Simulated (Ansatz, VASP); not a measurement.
**One calculation of TaN, two programs**

```
Ta N
1.0
     0.00000    2.17900    2.17900
     2.17900    0.00000    2.17900
     2.17900    2.17900    0.00000
Ta N
1 1
Direct
  0.50574 0.50574 0.49426
  0.00000 0.00000 0.00000
```

Change from the starting cell: all Ta atoms moved +0.025 Å, as atom 1 along Cartesian [0 0 1].

Alike in both runs: task single point; functional PBEsol; k mesh 18 × 18 × 18; occupations gaussian, width 0.15 eV; no spin polarisation.

|  | VASP | Ansatz |
| --- | --- | --- |
| version | VASP 6.6.1 | Ansatz 0.2.0 |
| potentials or method | VASP PAW PBE potentials, release 64 (Ta_pv, N), cutoff 520 eV | scalar-relativistic, plane waves, PAW |
| valence electrons in the cell | 16 | 18 |

|  | VASP | Ansatz | Ansatz less VASP |
| --- | --- | --- | --- |
| gap on the k mesh at the Fermi level (eV) | none | none | - |
| pressure (GPa) | 5.6 | 4.6 | -1.06 |
| traceless stress, the component that is largest in VASP (GPa) | 0.23 | 0.23 | -0.004 |
| rms of the force components (eV/Å) | 0.126 | 0.126 | -0.0005 |

VASP's potentials were made for PBE, not for PBEsol. Atom by atom the forces differ by 0.001 eV/Å (rms over components). A gap of «none» marks a metal or a gap that the smearing closes. With one functional, cell and mesh, what is left measures potentials, basis and numerics. VASP's potentials hold 16 valence electrons a cell and Ansatz's 18, so a difference there can come from the potentials and not from the codes.

Spin-orbit coupling is off throughout.
